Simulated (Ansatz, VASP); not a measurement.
**One calculation of MgO, two programs**

Contents of POSCAR:

```
MgO
1.0
    3.4841042127      0.0000000000      0.0000000000
   -1.7420521064      3.0173227576      0.0000000000
    0.0000000000      0.0000000000      4.1856875957
Mg O
2 2
Direct
    0.6666666667      0.3333333333      0.7500000000
    0.3333333333      0.6666666667      0.2500000000
    0.6355960761      0.2711921522      0.2500000000
    0.3022627428      0.6045254855      0.7500000000
```

Contents of INCAR.step1:

```
SYSTEM = MgO
PREC     = Accurate       ! precision mode
ENCUT    = 520            ! plane-wave cutoff, eV
ISMEAR   = 0              ! smearing method
SIGMA    = 0.05           ! smearing width, eV
LREAL    = .False.        ! projectors in reciprocal space
LASPH    = .True.         ! aspherical terms in the spheres
NELM     = 100            ! most SCF steps
NBANDS   = 16             ! bands
GGA      = PE             ! functional
ALGO     = Normal         ! electronic algorithm
EDIFF    = 1E-4           ! SCF threshold, eV
LWAVE    = .True.         ! write WAVECAR
LCHARG   = .False.        ! write CHGCAR
```

INCAR.step2

```
SYSTEM = MgO
PREC     = Accurate       ! precision mode
ENCUT    = 520            ! plane-wave cutoff, eV
EDIFF    = 1E-7           ! SCF threshold, eV
ISMEAR   = 0              ! smearing method
SIGMA    = 0.05           ! smearing width, eV
LREAL    = .False.        ! projectors in reciprocal space
LASPH    = .True.         ! aspherical terms in the spheres
NELM     = 100            ! most SCF steps
ALGO     = Normal         ! electronic algorithm
ISIF     = 2              ! what is computed and relaxed
LWAVE    = .False.        ! write WAVECAR
LCHARG   = .True.         ! write CHGCAR
METAGGA  = R2SCAN         ! meta-GGA
LMIXTAU  = .True.       
LELF     = .True.         ! ELF
LVHAR    = .True.       
NBANDS   = 16             ! bands
ISTART   = 1
```

File KPOINTS:

```
regular mesh
0
Gamma
  6 6 6
  0 0 0
```

Input for Ansatz:

```yaml
crystal:
  lattice:
    - [3.4841042127, 0.0, 0.0]
    - [-1.7420521064, 3.0173227576, 0.0]
    - [0.0, 0.0, 4.1856875957]
  atoms:
    - { symbol: Mg, position: [0.6666666667, 0.3333333333, 0.75] }
    - { symbol: Mg, position: [0.3333333333, 0.6666666667, 0.25] }
    - { symbol: O, position: [0.6355960761, 0.2711921522, 0.25] }
    - { symbol: O, position: [0.3022627428, 0.6045254855, 0.75] }
basis:
  ecutwfc: 500
kpoints:
  mp_grid: { grid: [6, 6, 6] }
hamiltonian:
  xc: r2scan
scf:
  occupations: { method: gaussian, width: 0.05 }
output:
  forces: true
  stress: true
  eigenvalues: true
```

Change from the starting cell: all O atoms moved +0.188 Å, as atom 3 towards its neighbour atom 2 (Mg) at 2.012 Å.

Alike in both runs: task single point; functional r2SCAN; k mesh 6 × 6 × 6; occupations gaussian, width 0.05 eV; no spin polarisation.

|  | VASP | Ansatz |
| --- | --- | --- |
| version | VASP 6.6.1 | Ansatz 0.2.0 |
| potentials or method | VASP PAW PBE potentials, release 64 (Mg, O), cutoff 520 eV | scalar-relativistic, plane waves, PAW |
| valence electrons in the cell | 16 | 32 |

Ansatz gave:

| Property | Result |
| --- | --- |
| gap on the k mesh at the Fermi level (eV) | 4.06 |
| least direct gap on the mesh (eV) | 4.06 |
| pressure (GPa) | 3.2 |
| traceless stress, the component that is largest in VASP (GPa) | 4.05 |
| rms of the force components (eV/Å) | 1.132 |

**Question.** Which values does VASP return?

**Answer.** gap on the k mesh at the Fermi level (eV): 4.05; least direct gap on the mesh (eV): 4.05; pressure (GPa): 2.5; traceless stress, the component that is largest in VASP (GPa): 4.29; rms of the force components (eV/Å): 1.153.

VASP's potentials were made for PBE, not for r2SCAN. Atom by atom the forces differ by 0.021 eV/Å (rms over components). The functional is the same, so the differences come from potentials, cutoffs and numerics. VASP's potentials hold 16 valence electrons a cell and Ansatz's 32, so a difference there can come from the potentials and not from the codes.
